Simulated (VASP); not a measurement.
# MoS2 (R3m) in VASP: notebook

The runs below take MoS2 through single point, with PBE+D3(BJ).

Program: VASP 6.6.1. These are calculated values, not measurements. Logs are shortened: lines on timing, memory, paths and dates and some standing lists are left out, and cuts for length are marked.

**1. The cell of the first run**

The structure is trigonal, space group R3m (No. 160). The conventional cell has a = 3.311 Å, b = 3.311 Å, c = 15.403 Å, α = 90.00°, β = 90.00°, γ = 120.00°. Mo (site symmetry 3m) has 6 S at 2.33 Å within 3.1 Å. S (site symmetry 3m) has 3 Mo at 2.33 Å and 10 S at 2.68 to 3.31 Å within 3.4 Å. Within 3.4 Å of S (site symmetry 3m) lie 3 Mo at 2.33 Å and 10 S at 2.68 to 3.31 Å.

**2. Single point, PBE+D3(BJ)**

INCAR reads:

```
SYSTEM = MoS2
PREC = Accurate
ENCUT = 520
EDIFF = 1E-7
ISMEAR = 0
SIGMA = 0.05
LREAL = .FALSE.
LASPH = .TRUE.
NELM = 60
ALGO = Normal
ISIF = 2
LWAVE = .FALSE.
LCHARG = .FALSE.
GGA = PE
IVDW = 12
NBANDS = 20
```

KPOINTS reads:

```
Automatic mesh
0
G
  12 12 12
  0 0 0
```

POSCAR reads:

```
MoS2
1.0
    1.6554000000      0.9557456356      5.1342000000
   -1.6554000000      0.9557456356      5.1342000000
    0.0000000000     -1.9114912712      5.1342000000
Mo S
1 2
Direct
    0.0000172156      0.0000172156      0.0000172156
    0.7535368444      0.7535368444      0.7535368444
    0.5797459400      0.5797459400      0.5797459400
```

Potentials or basis: VASP PAW PBE potentials, release 64 (Mo_sv, S).

Command:

```
> cat potpaw_PBE.64/Mo_sv/POTCAR potpaw_PBE.64/S/POTCAR > POTCAR
> mpirun -np 1 vasp_std > vasp.out
```

OUTCAR:

```text
SYSTEM = MoS2
   PREC = Accurate
   ENCUT = 520
   EDIFF = 1E-7
   ISMEAR = 0
   LREAL = .FALSE.
   LASPH = .TRUE.
   NELM = 60
   ISIF = 2
   GGA = PE
   IVDW = 12
 IVDW          = 12

 ion  position               nearest neighbor table
   1  0.000  0.000  0.000-   2 2.33   2 2.33   2 2.33   3 2.33   3 2.33   3 2.33
   2  0.754  0.754  0.754-   1 2.33   1 2.33   1 2.33   3 2.68
   3  0.580  0.580  0.580-   1 2.33   1 2.33   1 2.33   2 2.68

  LATTYP: Found a trigonal (rhomboedric) cell.
 ALAT       =     5.4784859697
 COS(alpha) =     0.8173941066

  Lattice vectors:

 A1 = (   1.6554000000,   0.9557456356,   5.1342000000)
 A2 = (  -1.6554000000,   0.9557456356,   5.1342000000)
 A3 = (   0.0000000000,  -1.9114912712,   5.1342000000)

Analysis of symmetry for initial positions (statically):
=====================================================================
 Subroutine PRICEL returns:
 Original cell was already a primitive cell.

 Routine SETGRP: Setting up the symmetry group for a
 trigonal (rhombohedral) supercell.

 Subroutine GETGRP returns: Found  6 space group operations
 (whereof  6 operations were pure point group operations)
 out of a pool of 12 trial point group operations.

The static configuration has the point symmetry C_3v.

Analysis of symmetry for dynamics (positions and initial velocities):
=====================================================================
 Subroutine PRICEL returns:
 Original cell was already a primitive cell.

 Routine SETGRP: Setting up the symmetry group for a
 trigonal (rhombohedral) supercell.

 Subroutine GETGRP returns: Found  6 space group operations
 (whereof  6 operations were pure point group operations)
 out of a pool of 12 trial point group operations.

The dynamic configuration has the point symmetry C_3v.

 Subroutine INISYM returns: Found  6 space group operations
 (whereof  6 operations are pure point group operations),
 and found     1 'primitive' translations

----------------------------------------------------------------------------------------

                                     Primitive cell

  volume of cell :      48.7382

  direct lattice vectors                    reciprocal lattice vectors
     1.655400000  0.955745636  5.134200000     0.302041803  0.174383916  0.064924104
    -1.655400000  0.955745636  5.134200000    -0.302041803  0.174383916  0.064924104
     0.000000000 -1.911491271  5.134200000     0.000000000 -0.348767832  0.064924104
[... 85 lines left out ...]
   NELM   =     60;   NELMIN=  2; NELMDL= -5     # of ELM steps
   EDIFF  = 0.1E-06   stopping-criterion for ELM
   LREAL  =      F    real-space projection
   EDIFFG = 0.1E-05   stopping-criterion for IOM
   NSW    =      0    number of steps for IOM
   IBRION =     -1    ionic relax: 0-MD 1-quasi-New 2-CG
   NFREE  =      0    steps in history (QN), initial steepest desc. (CG)
   ISIF   =      2    stress and relaxation
   ISYM   =      2    0-nonsym 1-usesym 2-fastsym
   POTIM  = 0.5000    time-step for ionic-motion
   TEBEG  =    0.0;   TEEND  =   0.0 temperature during run
   PSTRESS=    0.0 pullay stress
   NELECT =      26.0000    total number of electrons
   NUPDOWN=      -1.0000    fix difference up-down
   EMIN   =  10.00;   EMAX   =-10.00  energy-range for DOS
   EFERMI =   0.00;   METHOD = LEGACY
   ISMEAR =     0;   SIGMA  =   0.05  broadening in eV -4-tet -1-fermi 0-gaus
   EFERMI_NEDOS =   21; number of points for ismear=-14 and -15
   IALGO  =     38    algorithm
   IMIX   =      4    mixing-type and parameters
     AMIX     =   0.40;   BMIX     =  1.00
     AMIX_MAG =   1.60;   BMIX_MAG =  1.00
  volume/ion in A,a.u.               =      16.25       109.63
  Fermi-wavevector in a.u.,A,eV,Ry     =   1.327729  2.509044 23.985233  1.762865
  Thomas-Fermi vector in A             =   2.457020
   LORBIT       =      0    0 simple, 1 ext, 2 COOP (PROOUT), +10 PAW based schemes
   GGA     = PE    functional components
   LHFCALC =     F    Hartree Fock is set to
   AEXX    =    0.0000 exact exchange contribution
   IVDW    =    12    specifies the selected vdW correction
   LEPSILON=     F    determine dielectric tensor
   LRPA    =     F    only Hartree local field effects (RPA)
 non-spin polarized calculation
 Gauss-broadening in eV      SIGMA  =   0.05
  energy-cutoff  :      520.00
  volume of cell :       48.74
 maximum number of plane-waves:      1325
 NGX is ok and might be reduce to    42
   NGX = 21   NGY = 21   NGZ = 21

 number of electron      26.0000000 magnetization

 Free energy of the ion-electron system (eV)
  ---------------------------------------------------
  ext. energy  EPLUGINS =         0.00000000
  ---------------------------------------------------
  free energy    TOTEN  =       -20.82541442 eV

  energy without entropy =      -20.82327587  energy(sigma->0) =      -20.82434515

 E-fermi :   9.0762     XC(G=0): -11.3665

 val. band max:        9.0672742593   @ k =  -0.2500   0.4167   0.1667
 cond. band min:       9.0767876850   @ k =  -0.2500   0.5000   0.0833
 fundamental gap:      0.0095134256
 Fermi energy:         9.0762142616

 k-point     1 :       0.0000    0.0000    0.0000
  band No.  band energies     occupation
      1     -52.6308      2.00000
      2     -26.7509      2.00000
      3     -26.7509      2.00000
      4     -26.7133      2.00000
      5      -6.8472      2.00000
      6      -3.6295      2.00000
[... 541 lines left out ...]
     19      16.7123      0.00000
     20      18.2505      0.00000

 [... further k-points ...]

------------------------ aborting loop because EDIFF is reached ----------------------------------------

 Edisp (eV)   -1.40655

 E8    (eV) :    -0.5684

  FORCE on cell =-STRESS in cart. coord.  units (eV):
  Direction    XX          YY          ZZ          XY          YZ          ZX
  --------------------------------------------------------------------------------------
  -------------------------------------------------------------------------------------
  Total       0.38590     0.38590    10.55898     0.00000     0.00000     0.00000
  in kB      12.68564    12.68564   347.10702     0.00000     0.00000     0.00000
  external pressure =      124.16 kB  Pullay stress =        0.00 kB

 VOLUME and BASIS-vectors are now :
 -----------------------------------------------------------------------------
  energy-cutoff  :      520.00
  volume of cell :       48.74
      direct lattice vectors                 reciprocal lattice vectors
     1.655400000  0.955745636  5.134200000     0.302041803  0.174383916  0.064924104
    -1.655400000  0.955745636  5.134200000    -0.302041803  0.174383916  0.064924104
     0.000000000 -1.911491271  5.134200000     0.000000000 -0.348767832  0.064924104

 POSITION                                       TOTAL-FORCE (eV/Angst)
 -----------------------------------------------------------------------------------
      0.00000      0.00000      0.00027         0.000000      0.000000      0.077266
      0.00000      0.00000     11.60643         0.000000     -0.000000      3.137384
      0.00000      0.00000      8.92959         0.000000     -0.000000     -3.214649
 -----------------------------------------------------------------------------------
    total drift:                               -0.000000      0.000000     -0.000042

  FREE ENERGIE OF THE ION-ELECTRON SYSTEM (eV)
  ---------------------------------------------------
  free  energy   TOTEN  =       -22.2319692682 eV

  energy  without entropy=      -22.2298307197  energy(sigma->0) =      -22.23089999
```

stdout:

```text
POSCAR found type information on POSCAR MoS
 POSCAR found :  2 types and       3 ions
 scaLAPACK will be used
 LDA part: xc-table for (Slater+PW92), standard interpolation
 POSCAR, INCAR and KPOINTS ok, starting setup
 FFT: planning ... GRIDC
 FFT: planning ... GRID_SOFT
 FFT: planning ... GRID
 WAVECAR not read
 entering main loop
```

Wall time 11 min (1 thread of Intel Xeon 8259CL, shared host); peak memory 0.38 GiB.

What came out:

| Item | Value |
| --- | --- |
| Free energy | -22.2320 eV |
| Pressure | 12.4 GPa |
| Largest force | 3.215 eV/Å |
| Band gap on the k mesh | zero (bands 13 and 14 overlap by 1.28 eV) |
| Dispersion energy per atom | -0.469 eV |

Forces in eV/Å, atoms in the order of the input:
```
Mo   0.000  0.000  0.077
S    0.000  0.000  3.137
S    0.000  0.000 -3.215
```

Levels at points of the mesh, in eV from the Fermi level:
| k point | band 9 | band 10 | band 11 | band 12 | band 13 | band 14 | band 15 | band 16 | band 17 | band 18 |
| --- | --- | --- | --- | --- | --- | --- | --- | --- | --- | --- |
| (0.00, 0.00, 0.00) | -4.89 | -3.45 | -3.45 | -0.10 | 0.80 | 1.42 | 1.42 | 2.75 | 2.75 | 4.29 |
| (0.50, 0.00, 0.00) | -5.00 | -4.86 | -2.74 | -1.66 | -1.21 | 0.89 | 1.09 | 3.33 | 3.63 | 5.92 |
| (0.50, 0.50, 0.00) | -4.72 | -4.67 | -3.27 | -2.36 | -1.54 | 0.65 | 1.12 | 3.01 | 4.49 | 6.35 |
| (0.50, 0.50, 0.50) | -4.96 | -3.30 | -3.30 | -2.98 | 0.91 | 1.74 | 1.74 | 2.23 | 2.23 | 4.16 |

Caveat: the cell stands under pressure; forces of over 1 eV/Å act on the atoms, so gaps and moduli don't describe the material at rest.

[end of part 1 of 2]
